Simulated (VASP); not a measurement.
# CdS: single point with PBEsol

Crystal: CdS.

```
S Cd
1.0
     4.01337    0.00000   -0.00001
    -2.00668    3.47568    0.00000
     2.00668    1.15856    3.44178
S Cd
1 1
Direct
  0.99259 0.49629 0.51112
  0.50741 0.25371 0.23888
```

```json
{
 "Program": "VASP 6.6.1",
 "Task": "single point",
 "Functional": "PBEsol",
 "Potentials or basis": "VASP PAW PBE potentials, release 64 (S, Cd)",
 "Cutoff": "520 eV",
 "k mesh": "9 × 9 × 10",
 "Occupations": "gaussian, width 0.1 eV",
 "Spin": "no spin polarisation",
 "Dipole correction": "no",
 "Further INCAR settings": "ALGO = Normal; EDIFF = 1e-07; NBANDS = 16; ISYM = 0"
}
```

The pressure is 2.2 GPa and the largest force is 0.005 eV/Å. The band gap on the k mesh is 0.97 eV.

Forces in eV/Å, atoms in the order of the input:
```
S    0.000  0.000  0.005
Cd   0.000  0.000 -0.005
```

Stress tensor (GPa, compression positive):
```
3.04 0.00 0.00
0.00 3.04 0.00
0.00 0.00 0.45
```

Levels at points of the mesh, in eV from the valence-band top:
```tsv
k point	band 7	band 8	band 9	band 10	band 11	band 12
(0.00, 0.00, 0.00)	-0.23	0.00	0.00	0.97	6.01	6.59
(0.00, 0.00, 0.50)	-4.90	-0.76	-0.76	3.18	7.14	7.14
```

Run time: 4.6 min on 1 thread of Intel(R) Xeon(R) Platinum 8259CL CPU @ 2.50GHz (Skylake/Cascade Lake) (shared host), peak memory 0.42 GiB.

Caveat: the PAW data sets were made with another functional, which shifts forces and pressure a little.
